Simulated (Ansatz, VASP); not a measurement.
Two plane-wave programs on HfN

```
CELL_PARAMETERS angstrom
0.00000 2.25900 2.25900
2.25900 0.00000 2.25900
2.25900 2.25900 0.00000
ATOMIC_POSITIONS crystal
Hf 0.00000 0.00000 0.00000
N 0.50000 0.50000 0.50000
```

Alike in both runs: task relaxation of cell and atoms; functional PBE; k mesh 6 × 6 × 6; occupations gaussian, width 0.1 eV; no spin polarisation.

|  | VASP | Ansatz |
| --- | --- | --- |
| version | VASP 6.6.1 | Ansatz 0.2.0 |
| potentials or method | VASP PAW PBE potentials, release 64 (Hf_pv, N), cutoff 600 eV | scalar-relativistic, plane waves, PAW |
| valence electrons in the cell | 15 | 31 |

|  | VASP | Ansatz | Ansatz less VASP |
| --- | --- | --- | --- |
| gap on the k mesh at the Fermi level, each at its own relaxed structure (eV) | none | none | - |
| relaxed volume (Å³/atom) | 11.64 | 11.75 | +0.109 |
| relaxed cell length with the largest relative difference (Å) | 3.205 | 3.215 | +0.0099 |

A gap of «none» marks a metal or a gap that the smearing closes. VASP's potentials hold 15 valence electrons a cell and Ansatz's 31, so a difference there can come from the potentials and not from the codes.

The k mesh is coarse, so the values compare programs but aren't converged. Neither program's run includes spin-orbit coupling.
